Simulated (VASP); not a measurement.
Input of a VASP 6.6.1 run:

INCAR

```
SYSTEM = W
PREC = Accurate
ENCUT = 520
EDIFF = 1E-6
ISMEAR = -1
SIGMA = 0.1
LREAL = .FALSE.
LASPH = .TRUE.
NELM = 80
ALGO = Normal
ISIF = 2
LWAVE = .FALSE.
LCHARG = .FALSE.
GGA = PE
NBANDS = 13
```

KPOINTS

```
regular mesh
0
G
  15 15 15
  0 0 0
```

POSCAR

```
W
1.0
   -1.6298153500      1.5823450000      1.5823450000
    1.5823450000     -1.6298153500      1.5823450000
    1.5823450000      1.5823450000     -1.6298153500
W
1
Direct
    0.0000000000      0.0000000000      0.0000000000
```

Potentials or basis: VASP PAW PBE potentials, release 64 (W_sv).

Command:

```bash
$ cat potpaw_PBE.64/W_sv/POTCAR > POTCAR
$ mpirun -np 1 vasp_std > vasp.out
```

Q: What does it give for the band gap on the k mesh?

A: Zero (bands 7 and 8 overlap by 5.37 eV).

Q: Predict the pressure.

A: 7.0 GPa.

Stress tensor (GPa, compression positive):
```
7.05 5.22 5.22
5.22 7.05 5.22
5.22 5.22 7.05
```

Caveat: the cell stands under pressure; spin-orbit coupling is left out, which moves the levels of the heavy elements.
